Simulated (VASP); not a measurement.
# MnO (R-3m) in VASP: single point with LDA

Aim: the single point of MnO with LDA.

All numbers are computed with VASP 6.6.1; they aren't measurements. Logs are shortened: lines on timing, memory, paths and dates and some standing lists are left out, and cuts for length are marked.

## Step 1: The cell of the first run

Symmetry: R-3m, No. 166, trigonal system. Conventional cell: a = 3.109 Å, b = 3.109 Å, c = 7.092 Å, α = 90.00°, β = 90.00°, γ = 120.00°. Within 2.8 Å of Mn (site symmetry -3m) lie 6 O at 2.15 Å. Within 2.8 Å of O (site symmetry -3m) lie 6 Mn at 2.15 Å.

## Step 2: Single point, LDA, collinear spin, antiferromagnetic start

The input, INCAR:

```
PREC = Accurate
ENCUT = 520
EDIFF = 1E-7
ISMEAR = 0
SIGMA = 0.1
LREAL = F
LASPH = T
NELM = 150
ALGO = Normal
ISIF = 2
LWAVE = F
LCHARG = F
ISPIN = 2
MAGMOM = 4.41 -4.41 0 0
LORBIT = 11
LMAXMIX = 4
GGA = CA
NBANDS = 31
```

The input, KPOINTS:

```
Automatic mesh
0
Gamma
  9 9 9
```

The input, POSCAR:

```
MnO
1.0
   -1.9967080108     -1.9967080108      4.1952031849
   -4.1952031849     -1.9967080108      1.9967080108
   -1.9967080108     -4.1952031849      1.9967080108
Mn O
2 2
Direct
    0.0000000000      0.0000000000      0.0000000000
    0.5000000000      0.5000000000      0.5000000000
    1.2500000000     -0.7500000000     -0.7500000000
    1.7500000000     -0.2500000000     -0.2500000000
```

Potentials or basis: VASP PAW LDA potentials, release 64 (Mn_pv, O).

Launch:

```bash
$ cat potpaw_LDA.64/Mn_pv/POTCAR potpaw_LDA.64/O/POTCAR > POTCAR
$ mpirun -np 1 vasp_std > vasp.out
```

OUTCAR:

```text
PREC = Accurate
   ENCUT = 520
   EDIFF = 1E-7
   ISMEAR = 0
   LREAL = F
   LASPH = T
   NELM = 150
   ISIF = 2
   ISPIN = 2
   LORBIT = 11
   GGA = CA

 ion  position               nearest neighbor table
   1  0.000  0.000  0.000-   4 2.15   4 2.15   4 2.15   3 2.15   3 2.15   3 2.15   2 2.97   2 2.97
                             2 2.97   2 2.97   2 2.97   2 2.97
   2  0.500  0.500  0.500-   3 2.15   3 2.15   3 2.15   4 2.15   4 2.15   4 2.15   1 2.97   1 2.97
                             1 2.97   1 2.97   1 2.97   1 2.97
   3  0.250  0.250  0.250-   1 2.15   1 2.15   1 2.15   2 2.15   2 2.15   2 2.15
   4  0.750  0.750  0.750-   2 2.15   2 2.15   2 2.15   1 2.15   1 2.15   1 2.15

  LATTYP: Found a trigonal (rhomboedric) cell.
 ALAT       =     5.0570164646
 COS(alpha) =     0.8109997851

  Lattice vectors:

 A1 = (  -1.9967080108,  -1.9967080108,   4.1952031849)
 A2 = (  -4.1952031849,  -1.9967080108,   1.9967080108)
 A3 = (  -1.9967080108,  -4.1952031849,   1.9967080108)

Analysis of symmetry for initial positions (statically):
=====================================================================
 Subroutine PRICEL returns following result:

  LATTYP: Found a trigonal (rhomboedric) cell.
 ALAT       =     2.9681718946
 COS(alpha) =     0.4513783571
[... 12 lines left out ...]
 Subroutine GETGRP returns: Found 12 space group operations
 (whereof 12 operations were pure point group operations)
 out of a pool of 12 trial point group operations.

The static configuration has the point symmetry D_3d.

Analysis of symmetry for dynamics (positions and initial velocities):
=====================================================================
 Subroutine PRICEL returns following result:

  LATTYP: Found a trigonal (rhomboedric) cell.
 ALAT       =     2.9681718946
 COS(alpha) =     0.4513783571
[... 12 lines left out ...]
 Subroutine GETGRP returns: Found 12 space group operations
 (whereof 12 operations were pure point group operations)
 out of a pool of 12 trial point group operations.

The dynamic configuration has the point symmetry D_3d.

Analysis of structural, dynamic, and magnetic symmetry:
=====================================================================
 Subroutine PRICEL returns following result:

  LATTYP: Found a trigonal (rhomboedric) cell.
 ALAT       =     2.9681718946
 COS(alpha) =     0.4513783571
[... 12 lines left out ...]
 Subroutine GETGRP returns: Found 12 space group operations
 (whereof 12 operations were pure point group operations)
 out of a pool of 12 trial point group operations.

The overall configuration has the point symmetry D_3d.

 Subroutine INISYM returns: Found 12 space group operations
 (whereof 12 operations are pure point group operations),
 and found     2 'primitive' translations

----------------------------------------------------------------------------------------

                                     Primitive cell

  volume of cell :      19.7894

  direct lattice vectors                    reciprocal lattice vectors
    -2.097601592  0.100893582  2.097601592    -0.233032668  0.221823914  0.233032668
    -2.097601592 -2.097601592 -0.100893582    -0.233032668 -0.233032668 -0.221823914
     0.100893582 -2.097601592  2.097601592     0.221823914 -0.233032668  0.233032668

  length of vectors
     2.968171895  2.968171895  2.968171895     0.397258477  0.397258477  0.397258477

  position of ions in fractional coordinates (direct lattice)
     0.000000000  0.000000000  0.000000000
     0.500000000  0.500000000  0.500000000

  ion indices of the primitive-cell ions
   primitive index   ion index
                 1           1
                 2           3

----------------------------------------------------------------------------------------

 KPOINTS: Automatic mesh

Automatic generation of k-mesh.
 Grid dimensions read from file:
 generate k-points for:    9    9    9

 Generating k-lattice:

  Cartesian coordinates                     Fractional coordinates (reciprocal lattice)
     0.012323551  0.012323551  0.038216069     0.111111111  0.000000000  0.000000000
    -0.038216069  0.012323551 -0.012323551     0.000000000  0.111111111  0.000000000
     0.012323551 -0.038216069 -0.012323551     0.000000000  0.000000000  0.111111111

  Length of vectors
     0.042002473  0.042002473  0.042002473

  Shift w.r.t. Gamma in fractional coordinates (k-lattice)
     0.000000000  0.000000000  0.000000000

 Subroutine IBZKPT returns following result:
 ===========================================

 Found     85 irreducible k-points:

 Following reciprocal coordinates:
            Coordinates               Weight
  0.000000  0.000000  0.000000      1.000000
  0.111111  0.000000  0.000000      6.000000
  0.222222  0.000000  0.000000      6.000000
  0.333333  0.000000  0.000000      6.000000
  0.444444  0.000000  0.000000      6.000000
  0.111111  0.111111  0.000000      6.000000
[... 16 lines left out ...]
 -0.333333  0.333333  0.000000      6.000000
  0.444444  0.444444  0.000000      6.000000
 [... further k-points ...]
   k-points           NKPTS =     85   k-points in BZ     NKDIM =     85   number of bands    NBANDS=     31
   number of dos      NEDOS =    301   number of ions     NIONS =      4
   total plane-waves  NPLWV =  64000
   dimension x,y,z NGX =    40 NGY =   40 NGZ =   40
   dimension x,y,z NGXF=    80 NGYF=   80 NGZF=   80
   ions per type =               2   2
   NGX,Y,Z   is equivalent  to a cutoff of  13.15, 13.15, 13.15 a.u.
   NGXF,Y,Z  is equivalent  to a cutoff of  26.30, 26.30, 26.30 a.u.
 SYSTEM =  unknown system
   PREC   = accura    normal or accurate (medium, high low for compatibility)
   ISTART =      0    job   : 0-new  1-cont  2-samecut
   ICHARG =      2    charge: 1-file 2-atom 10-const
   ISPIN  =      2    spin polarized calculation?
   LNONCOLLINEAR =      F non collinear calculations
   LSORBIT =      F    spin-orbit coupling
   LASPH  =      T    aspherical Exc in radial PAW
   ENCUT  =  520.0 eV  38.22 Ry    6.18 a.u.   9.40  9.40  9.40*2*pi/ulx,y,z
   NELM   =    150;   NELMIN=  2; NELMDL= -5     # of ELM steps
   EDIFF  = 0.1E-06   stopping-criterion for ELM
   LREAL  =      F    real-space projection
   EDIFFG = 0.1E-05   stopping-criterion for IOM
   NSW    =      0    number of steps for IOM
   IBRION =     -1    ionic relax: 0-MD 1-quasi-New 2-CG
   NFREE  =      0    steps in history (QN), initial steepest desc. (CG)
   ISIF   =      2    stress and relaxation
   ISYM   =      2    0-nonsym 1-usesym 2-fastsym
   POTIM  = 0.5000    time-step for ionic-motion
   TEBEG  =    0.0;   TEEND  =   0.0 temperature during run
   PSTRESS=    0.0 pullay stress
   NELECT =      38.0000    total number of electrons
   NUPDOWN=      -1.0000    fix difference up-down
   EMIN   =  10.00;   EMAX   =-10.00  energy-range for DOS
   EFERMI =   0.00;   METHOD = LEGACY
   ISMEAR =     0;   SIGMA  =   0.10  broadening in eV -4-tet -1-fermi 0-gaus
   EFERMI_NEDOS =   21; number of points for ismear=-14 and -15
   IALGO  =     38    algorithm
   IMIX   =      4    mixing-type and parameters
     AMIX     =   0.40;   BMIX     =  1.00
     AMIX_MAG =   1.60;   BMIX_MAG =  1.00
  volume/ion in A,a.u.               =       9.89        66.77
  Fermi-wavevector in a.u.,A,eV,Ry     =   1.615036  3.051975 35.488624  2.608340
  Thomas-Fermi vector in A             =   2.709848
   LORBIT       =     11    0 simple, 1 ext, 2 COOP (PROOUT), +10 PAW based schemes
   GGA     = CA    functional components
   LHFCALC =     F    Hartree Fock is set to
   AEXX    =    0.0000 exact exchange contribution
   IVDW    =     0    specifies the selected vdW correction
   LEPSILON=     F    determine dielectric tensor
   LRPA    =     F    only Hartree local field effects (RPA)
 spin polarized calculation
 Gauss-broadening in eV      SIGMA  =   0.10
  energy-cutoff  :      520.00
  volume of cell :       39.58
 maximum number of plane-waves:      1082
 NGX is ok and might be reduce to    40
   NGX = 19   NGY = 19   NGZ = 19

 number of electron      38.0000013 magnetization      -0.0000000

 number of electron      38.0000013 magnetization       0.0000000

 Free energy of the ion-electron system (eV)
  ---------------------------------------------------
  ext. energy  EPLUGINS =         0.00000000
  ---------------------------------------------------
  free energy    TOTEN  =       -35.63317752 eV

  energy without entropy =      -35.63317655  energy(sigma->0) =      -35.63317703

 E-fermi :   8.4012     XC(G=0): -12.9742

 val. band max:        8.1442397206   @ k =   0.4444   0.4444   0.4444
 cond. band min:       8.6665603888   @ k =   0.4444   0.0000   0.0000
 fundamental gap:      0.5223206682
 Fermi energy:         8.4011787503

 spin component 1

 k-point     1 :       0.0000    0.0000    0.0000
  band No.  band energies     occupation
      1     -41.2502      1.00000
      2     -41.1730      1.00000
      3     -41.1730      1.00000
      4     -37.1361      1.00000
      5     -37.0762      1.00000
      6     -37.0762      1.00000
[... 805 lines left out ...]
     30      21.5197      0.00000
     31      22.7432      0.00000

 [... further k-points ...]

 spin component 2

 k-point     1 :       0.0000    0.0000    0.0000
  band No.  band energies     occupation
      1     -41.2502      1.00000
      2     -41.1730      1.00000
      3     -41.1730      1.00000
      4     -37.1361      1.00000
      5     -37.0762      1.00000
      6     -37.0762      1.00000
[... 805 lines left out ...]
     30      21.5197      0.00000
     31      22.7432      0.00000

 [... further k-points ...]
[... 5 lines left out ...]
  --------------------------------------------------------------------------------------
  -------------------------------------------------------------------------------------
  Total       -0.0354593     -0.0354593     -0.0354593     -0.0157575      0.0157575      0.0157575
  in kB       -1.4354205     -1.4354205     -1.4354205     -0.6378779      0.6378779      0.6378779
  external PRESSURE =      -1.4354205 kB  Pullay stress =       0.0000000 kB

 VOLUME and BASIS-vectors are now :
 -----------------------------------------------------------------------------
  energy-cutoff  :      520.00
  volume of cell :       39.58
      direct lattice vectors                 reciprocal lattice vectors
    -1.996708011 -1.996708011  4.195203185     0.110911957  0.110911957  0.343944625
    -4.195203185 -1.996708011  1.996708011    -0.343944625  0.110911957 -0.110911957
    -1.996708011 -4.195203185  1.996708011     0.110911957 -0.343944625 -0.110911957

 POSITION                                       TOTAL-FORCE (eV/Angst)
 -----------------------------------------------------------------------------------
      0.00000      0.00000      0.00000         0.000000     -0.000000      0.000000
     -4.09431     -4.09431      4.09431        -0.000000      0.000000      0.000000
     -2.04715     -2.04715      2.04715         0.000000     -0.000000     -0.000000
     -6.14146     -6.14146      6.14146        -0.000000      0.000000      0.000000
 -----------------------------------------------------------------------------------
    total drift:                                0.000000      0.000000      0.000000

  FREE ENERGIE OF THE ION-ELECTRON SYSTEM (eV)
  ---------------------------------------------------
  free  energy   TOTEN  =       -35.6331775165 eV

  energy  without entropy=      -35.6331765462  energy(sigma->0) =      -35.63317703

 total charge

# of ion       s       p       d       tot
------------------------------------------
    1        0.226   6.217   5.053  11.496
    2        0.226   6.217   5.053  11.496
    3        1.553   3.430   0.000   4.982
    4        1.553   3.430   0.000   4.982
--------------------------------------------------
tot          3.557  19.293  10.106  32.956

 magnetization (x)

# of ion       s       p       d       tot
------------------------------------------
    1        0.010   0.012   4.097   4.119
    2       -0.010  -0.012  -4.097  -4.119
    3        0.000   0.000   0.000   0.000
    4        0.000   0.000   0.000   0.000
--------------------------------------------------
tot          0.000   0.000   0.000   0.000
```

It took 12 min on 1 thread of Intel Xeon 8259CL, shared host; peak memory 0.31 GiB.

Results:

* Free energy: -35.6332 eV
* Pressure: -0.1 GPa
* Band gap on the k mesh: 0.52 eV
* Net moment: 0.00 μB per cell
* Site moments: Mn +4.12, -4.12; O +0.00 μB
* Valence electrons inside the program's atomic spheres: Mn 11.50; O 4.98

Stress tensor (GPa, compression positive):
```
-0.14 -0.06  0.06
-0.06 -0.14  0.06
 0.06  0.06 -0.14
```

Caveat: an odd mesh through Γ misses points on the zone boundary, where band edges can lie.
